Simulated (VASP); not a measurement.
# Al6SiSe3 (Pm-3m) in VASP: further runs

The runs below take Al6SiSe3 through single point, relaxation of cell and atoms, with PBE.

Everything below comes from runs of VASP 6.6.1. Logs are shortened: lines on timing, memory, paths and dates and some standing lists are left out, and cuts for length are marked.

**1. The cell of the first run**

The structure is cubic, space group Pm-3m (No. 221). Conventional cell: a = 6.091 Å, b = 6.091 Å, c = 6.091 Å, α = 90.00°, β = 90.00°, γ = 90.00°. Al (site symmetry 4mm) has 5 Al at 2.35 to 2.64 Å within 3.1 Å. Within 4.0 Å of Si (site symmetry m-3m) lie 6 Se at 3.05 Å. Se (site symmetry 4/mmm) has 2 Si at 3.05 Å and 8 Al at 3.26 Å within 4.0 Å.

**2. Single point, PBE**

The input, INCAR:

```
PREC     = Accurate       # precision mode
ENCUT    = 520            # plane-wave cutoff, eV
EDIFF    = 1E-6           # SCF threshold, eV
ISMEAR   = 0              # smearing method
SIGMA    = 0.1            # smearing width, eV
LREAL    = False          # projectors in reciprocal space
LASPH    = True           # aspherical terms in the spheres
NELM     = 100            # most SCF steps
ALGO     = Normal         # electronic algorithm
ISIF     = 2              # what is computed and relaxed
LWAVE    = False          # write WAVECAR
LCHARG   = False          # write CHGCAR
GGA      = PE             # functional
NBANDS   = 31             # bands
```

The input, KPOINTS:

```
regular mesh
0
Gamma
  6 6 6
```

The input, POSCAR:

```
Al6SiSe3
1.0
    6.0906034412      0.0000000000      0.0000000000
    0.0000000000      6.0906034412      0.0000000000
    0.0000000000      0.0000000000      6.0906034412
Al Si Se
6 1 3
Direct
    0.1932252830      0.5000000000      0.5000000000
    0.8067747170      0.5000000000      0.5000000000
    0.5000000000      0.1932252830      0.5000000000
    0.5000000000      0.8067747170      0.5000000000
    0.5000000000      0.5000000000      0.1932252830
    0.5000000000      0.5000000000      0.8067747170
    0.0000000000      0.0000000000      0.0000000000
    0.5000000000      0.0000000000      0.0000000000
    0.0000000000      0.5000000000      0.0000000000
    0.0000000000      0.0000000000      0.5000000000
```

Potentials or basis: VASP PAW PBE potentials, release 64 (Al, Si, Se).

On the command line:

```bash
cat potpaw_PBE.64/Al/POTCAR potpaw_PBE.64/Si/POTCAR potpaw_PBE.64/Se/POTCAR > POTCAR
mpirun -np 1 vasp_std > vasp.out
```

OUTCAR:

```text
PREC = Accurate
   ENCUT = 520
   EDIFF = 1E-6
   ISMEAR = 0
   LREAL = False
   LASPH = True
   NELM = 100
   ISIF = 2
   GGA = PE

 ion  position               nearest neighbor table
   1  0.193  0.500  0.500-   2 2.35   3 2.64   4 2.64   5 2.64   6 2.64
   2  0.807  0.500  0.500-   1 2.35   3 2.64   4 2.64   5 2.64   6 2.64
   3  0.500  0.193  0.500-   4 2.35   2 2.64   1 2.64   5 2.64   6 2.64
   4  0.500  0.807  0.500-   3 2.35   2 2.64   1 2.64   5 2.64   6 2.64
   5  0.500  0.500  0.193-   6 2.35   2 2.64   3 2.64   4 2.64   1 2.64
   6  0.500  0.500  0.807-   5 2.35   2 2.64   3 2.64   4 2.64   1 2.64
   7  0.000  0.000  0.000-
   8  0.500  0.000  0.000-
   9  0.000  0.500  0.000-
  10  0.000  0.000  0.500-

  LATTYP: Found a simple cubic cell.
 ALAT       =     6.0906034412

  Lattice vectors:

 A1 = (   6.0906034412,   0.0000000000,   0.0000000000)
 A2 = (   0.0000000000,   6.0906034412,   0.0000000000)
 A3 = (   0.0000000000,   0.0000000000,   6.0906034412)

Analysis of symmetry for initial positions (statically):
=====================================================================
 Subroutine PRICEL returns:
 Original cell was already a primitive cell.

 Routine SETGRP: Setting up the symmetry group for a
 simple cubic supercell.

 Subroutine GETGRP returns: Found 48 space group operations
 (whereof 48 operations were pure point group operations)
 out of a pool of 48 trial point group operations.

The static configuration has the point symmetry O_h .

Analysis of symmetry for dynamics (positions and initial velocities):
=====================================================================
 Subroutine PRICEL returns:
 Original cell was already a primitive cell.

 Routine SETGRP: Setting up the symmetry group for a
 simple cubic supercell.

 Subroutine GETGRP returns: Found 48 space group operations
 (whereof 48 operations were pure point group operations)
 out of a pool of 48 trial point group operations.

The dynamic configuration has the point symmetry O_h .

 Subroutine INISYM returns: Found 48 space group operations
 (whereof 48 operations are pure point group operations),
 and found     1 'primitive' translations

[... 100 lines left out ...]
   LNONCOLLINEAR =      F non collinear calculations
   LSORBIT =      F    spin-orbit coupling
   LASPH  =      T    aspherical Exc in radial PAW
   ENCUT  =  520.0 eV  38.22 Ry    6.18 a.u.  11.32 11.32 11.32*2*pi/ulx,y,z
   NELM   =    100;   NELMIN=  2; NELMDL= -5     # of ELM steps
   EDIFF  = 0.1E-05   stopping-criterion for ELM
   LREAL  =      F    real-space projection
[... 7 lines left out ...]
   TEBEG  =    0.0;   TEEND  =   0.0 temperature during run
   PSTRESS=    0.0 pullay stress
   NELECT =      40.0000    total number of electrons
   NUPDOWN=      -1.0000    fix difference up-down
   EMIN   =  10.00;   EMAX   =-10.00  energy-range for DOS
   EFERMI =   0.00;   METHOD = LEGACY
   ISMEAR =     0;   SIGMA  =   0.10  broadening in eV -4-tet -1-fermi 0-gaus
   EFERMI_NEDOS =   21; number of points for ismear=-14 and -15
   IALGO  =     38    algorithm
   IMIX   =      4    mixing-type and parameters
     AMIX     =   0.40;   BMIX     =  1.00
     AMIX_MAG =   1.60;   BMIX_MAG =  1.00
  volume/ion in A,a.u.               =      22.59       152.47
  Fermi-wavevector in a.u.,A,eV,Ry     =   0.919252  1.737134 11.497249  0.845024
  Thomas-Fermi vector in A             =   2.044425
   LORBIT       =      0    0 simple, 1 ext, 2 COOP (PROOUT), +10 PAW based schemes
   GGA     = PE    functional components
   LHFCALC =     F    Hartree Fock is set to
   AEXX    =    0.0000 exact exchange contribution
   IVDW    =     0    specifies the selected vdW correction
   LEPSILON=     F    determine dielectric tensor
   LRPA    =     F    only Hartree local field effects (RPA)
 non-spin polarized calculation
 Gauss-broadening in eV      SIGMA  =   0.10
  energy-cutoff  :      520.00
  volume of cell :      225.93
 maximum number of plane-waves:      6112
 NGX is ok and might be reduce to    48
   NGX = 23   NGY = 23   NGZ = 23

 number of electron      39.9999998 magnetization

 Free energy of the ion-electron system (eV)
  ---------------------------------------------------
  ext. energy  EPLUGINS =         0.00000000
  ---------------------------------------------------
  free energy    TOTEN  =       -35.47756987 eV

  energy without entropy =      -35.46260833  energy(sigma->0) =      -35.47008910

 E-fermi :   4.3919     XC(G=0):  -9.2094

 val. band max:        4.3785627457   @ k =   0.5000   0.3333   0.0000
 cond. band min:       4.3953087800   @ k =   0.5000   0.3333   0.3333
 fundamental gap:      0.0167460343
 Fermi energy:         4.3918851659

 k-point     1 :       0.0000    0.0000    0.0000
  band No.  band energies     occupation
      1      -8.5192      2.00000
      2      -7.7991      2.00000
      3      -7.7991      2.00000
      4      -3.9755      2.00000
      5      -1.6391      2.00000
      6      -0.8124      2.00000
[... 669 lines left out ...]
     30       7.3084      0.00000
     31       7.3084      0.00000

------------------------ aborting loop because EDIFF is reached ----------------------------------------

  FORCE on cell =-STRESS in cart. coord.  units (eV):
  Direction    XX          YY          ZZ          XY          YZ          ZX
  --------------------------------------------------------------------------------------
  -------------------------------------------------------------------------------------
  Total       -0.0044877     -0.0044877     -0.0044877      0.0000000      0.0000000     -0.0000000
  in kB       -0.0318238     -0.0318238     -0.0318238      0.0000000      0.0000000     -0.0000000
  external PRESSURE =      -0.0318238 kB  Pullay stress =       0.0000000 kB

 VOLUME and BASIS-vectors are now :
 -----------------------------------------------------------------------------
  energy-cutoff  :      520.00
  volume of cell :      225.93
      direct lattice vectors                 reciprocal lattice vectors
     6.090603441  0.000000000  0.000000000     0.164187344  0.000000000  0.000000000
     0.000000000  6.090603441  0.000000000     0.000000000  0.164187344  0.000000000
     0.000000000  0.000000000  6.090603441     0.000000000  0.000000000  0.164187344

 POSITION                                       TOTAL-FORCE (eV/Angst)
 -----------------------------------------------------------------------------------
      1.17686      3.04530      3.04530         0.005114      0.000000      0.000000
      4.91374      3.04530      3.04530        -0.005114      0.000000     -0.000000
      3.04530      1.17686      3.04530         0.000000      0.005114      0.000000
      3.04530      4.91374      3.04530         0.000000     -0.005114     -0.000000
      3.04530      3.04530      1.17686        -0.000000      0.000000      0.005114
      3.04530      3.04530      4.91374         0.000000      0.000000     -0.005114
      0.00000      0.00000      0.00000         0.000000      0.000000      0.000000
      3.04530      0.00000      0.00000         0.000000      0.000000      0.000000
      0.00000      3.04530      0.00000         0.000000      0.000000      0.000000
      0.00000      0.00000      3.04530         0.000000      0.000000      0.000000
 -----------------------------------------------------------------------------------
    total drift:                                0.000000      0.000000      0.000000

  FREE ENERGIE OF THE ION-ELECTRON SYSTEM (eV)
  ---------------------------------------------------
  free  energy   TOTEN  =       -35.4775698656 eV

  energy  without entropy=      -35.4626083300  energy(sigma->0) =      -35.47008910
```

OSZICAR:

```text
N       E                     dE             d eps       ncg     rms          rms(c)
DAV:   1     0.112625973086E+03    0.11263E+03   -0.14625E+04  1240   0.103E+03
DAV:   2    -0.245458698852E+02   -0.13717E+03   -0.13127E+03  1568   0.149E+02
DAV:   3    -0.363707789744E+02   -0.11825E+02   -0.11494E+02  1586   0.400E+01
DAV:   4    -0.366143314478E+02   -0.24355E+00   -0.24302E+00  1579   0.674E+00
DAV:   5    -0.366194158593E+02   -0.50844E-02   -0.50836E-02  1716   0.104E+00    0.593E+00
DAV:   6    -0.356066776491E+02    0.10127E+01   -0.17269E+00  1527   0.437E+00    0.342E+00
DAV:   7    -0.354711878454E+02    0.13549E+00   -0.91463E-01  1487   0.309E+00    0.113E+00
DAV:   8    -0.354767142568E+02   -0.55264E-02   -0.10971E-01  1447   0.122E+00    0.401E-01
DAV:   9    -0.354773843765E+02   -0.67012E-03   -0.56593E-03  1472   0.311E-01    0.163E-01
DAV:  10    -0.354775613729E+02   -0.17700E-03   -0.81638E-04  1506   0.114E-01    0.617E-02
DAV:  11    -0.354775703818E+02   -0.90088E-05   -0.29722E-04  1460   0.613E-02    0.184E-02
DAV:  12    -0.354775701299E+02    0.25182E-06   -0.41105E-05  1438   0.255E-02    0.649E-03
DAV:  13    -0.354775698656E+02    0.26432E-06   -0.22524E-06  1327   0.645E-03
   1 F= -.35477570E+02 E0= -.35470089E+02  d E =-.149615E-01
```

It took 59 s on 1 thread of Intel Xeon 6975P-C (Granite Rapids), shared host; peak memory 0.38 GiB.

Results:

- Free energy: -35.4776 eV
- Pressure: 0.0 GPa
- Largest force: 0.005 eV/Å
- Band gap on the k mesh: zero (band 20 reaches 4.53 eV, above the bottom of band 21 at 4.26 eV)

Forces on the atoms (eV/Å):
```
Al   0.005  0.000  0.000
Al  -0.005  0.000  0.000
Al   0.000  0.005  0.000
Al   0.000 -0.005  0.000
Al   0.000  0.000  0.005
Al   0.000  0.000 -0.005
Si   0.000  0.000  0.000
Se   0.000  0.000  0.000
Se   0.000  0.000  0.000
Se   0.000  0.000  0.000
```

Levels at points of the mesh, in eV from the Fermi level:
| k point | band 18 | band 19 | band 20 | band 21 | band 22 | band 23 |
| --- | --- | --- | --- | --- | --- | --- |
| (0.00, 0.00, 0.00) | -0.93 | -0.93 | -0.93 | -0.13 | -0.13 | -0.13 |
| (0.50, 0.00, 0.00) | -1.29 | -0.37 | -0.30 | 0.00 | 1.14 | 1.91 |
| (0.50, 0.50, 0.00) | -0.47 | -0.47 | -0.08 | 0.29 | 0.97 | 0.97 |
| (0.50, 0.50, 0.50) | -0.85 | -0.85 | -0.16 | 0.37 | 0.37 | 0.37 |

**3. Relaxation of cell and atoms, PBE**

The input, INCAR:

```
SYSTEM = Al6SiSe3
PREC = Accurate
ENCUT = 600
EDIFF = 1E-6
ISMEAR = 0
SIGMA = 0.1
LREAL = .False.
LASPH = .True.
NELM = 100
ALGO = Normal
ISIF = 3
LWAVE = .False.
LCHARG = .False.
GGA = PE
IBRION = 2
NSW = 100
EDIFFG = -0.01
```

The input, KPOINTS:

```
regular mesh
0
Gamma
  6 6 6
  0 0 0
```

The input, POSCAR:

```
Al6SiSe3
1.0
    6.0899723902      0.0000000000      0.0000000000
    0.0000000000      6.0899723902      0.0000000000
    0.0000000000      0.0000000000      6.0899723902
Al Si Se
6 1 3
Direct
    0.1930156988      0.5000000000      0.5000000000
    0.8069843012      0.5000000000      0.5000000000
    0.5000000000      0.1930156988      0.5000000000
    0.5000000000      0.8069843012      0.5000000000
    0.5000000000      0.5000000000      0.1930156988
    0.5000000000      0.5000000000      0.8069843012
    0.0000000000      0.0000000000      0.0000000000
    0.5000000000      0.0000000000      0.0000000000
    0.0000000000      0.5000000000      0.0000000000
    0.0000000000      0.0000000000      0.5000000000
```

Potentials or basis: VASP PAW PBE potentials, release 64 (Al, Si, Se).

On the command line:

```bash
cat potpaw_PBE.64/Al/POTCAR potpaw_PBE.64/Si/POTCAR potpaw_PBE.64/Se/POTCAR > POTCAR
mpirun -np 1 vasp_std > vasp.out
```

Run time: 1.8 min. Hardware: 1 thread of Intel Xeon 6975P-C (Granite Rapids), shared host; peak memory 0.44 GiB.

Results (log left out):

| Property | Result |
| --- | --- |
| Free energy | -35.4780 eV |
| Relaxed volume | 22.59 Å³/atom |
| Relaxed cell | a = 6.090 Å, b = 6.090 Å, c = 6.090 Å, α = 90.00°, β = 90.00°, γ = 90.00° |
| Space group after relaxing (to 0.05 Å) | Pm-3m (No. 221) |
| Energy gained by relaxing | 0.0 meV/atom |
| Ionic steps | 3 |
| Pressure after relaxing | 0.0 GPa |
| Band gap on the k mesh | zero (band 20 reaches 4.53 eV, above the bottom of band 21 at 4.26 eV) |

Step by step:
```
step  energy change (eV)  largest force (eV/Å)  pressure (GPa)  volume (Å³)
   1              0.0000                0.0492            0.02       225.86
   2             -0.0001                0.0326           -0.01       225.96
   3             -0.0002                0.0000            0.00       225.92
```

Final structure:
```xyz
10
Lattice="6.0905 0.0000 0.0000 0.0000 6.0905 0.0000 0.0000 0.0000 6.0905" Properties=species:S:1:pos:R:3 pbc="T T T"
Al    1.1770    3.0452    3.0452
Al    4.9135    3.0452    3.0452
Al    3.0452    1.1770    3.0452
Al    3.0452    4.9135    3.0452
Al    3.0452    3.0452    1.1770
Al    3.0452    3.0452    4.9135
Si    6.0905    0.0000    0.0000
Se    3.0452    0.0000    0.0000
Se    6.0905    3.0452    0.0000
Se    6.0905    0.0000    3.0452
```

Levels at points of the mesh, in eV from the Fermi level:
```
           k point  band 16  band 17  band 18  band 19  band 20  band 21  band 22  band 23  band 24  band 25
(0.00, 0.00, 0.00)    -2.75    -2.27    -0.93    -0.93    -0.93    -0.13    -0.13    -0.13     3.85     3.85
(0.50, 0.00, 0.00)    -1.88    -1.41    -1.29    -0.37    -0.30     0.00     1.14     1.91     1.91     2.13
(0.50, 0.50, 0.00)    -1.43    -1.27    -0.47    -0.47    -0.08     0.29     0.97     0.97     1.96     1.96
(0.50, 0.50, 0.50)    -1.05    -0.85    -0.85    -0.85    -0.16     0.37     0.37     0.37     0.59     0.59
```
